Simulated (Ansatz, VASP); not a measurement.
# One calculation of W, two programs

```
W
1.0
     4.46080    0.00000    0.00000
     0.00000    2.73167    0.00000
     0.00000    0.00000   28.87723
W
11
Direct
  0.00000 0.00000 0.27703
  0.50000 0.33333 0.32163
  0.00000 0.66667 0.36622
  0.50000 0.00000 0.41081
  0.00000 0.33333 0.45541
  0.50000 0.66667 0.50000
  0.00000 0.00000 0.54459
  0.50000 0.33333 0.58919
  0.00000 0.66667 0.63378
  0.50000 0.00000 0.67837
  0.00000 0.33333 0.72297
```

Alike in both runs: task single point; functional PBEsol; k mesh 5 × 8 × 1; no spin polarisation.

|  | VASP | Ansatz |
| --- | --- | --- |
| version | VASP 6.6.1 | Ansatz 0.2.0 |
| potentials or method | VASP PAW PBE potentials, release 64 (W_sv) | plane-wave PAW, scalar-relativistic |
| plane-wave cutoff (eV) | 400 | 420 |
| occupations | methfessel-paxton of order 1, width 0.1 eV | cold, width 0.1 eV |
| valence electrons in the cell | 154 | 154 |

```csv
,VASP,Ansatz,Ansatz less VASP
rms of the force components (eV/Å),0.639,0.641,+0.0022
"work function, face that differs most (eV)",4.38,4.39,+0.013
```

VASP's potentials were made for PBE, not for PBEsol. Atom by atom the forces differ by 0.013 eV/Å (rms over components).

Spin-orbit coupling is off throughout.
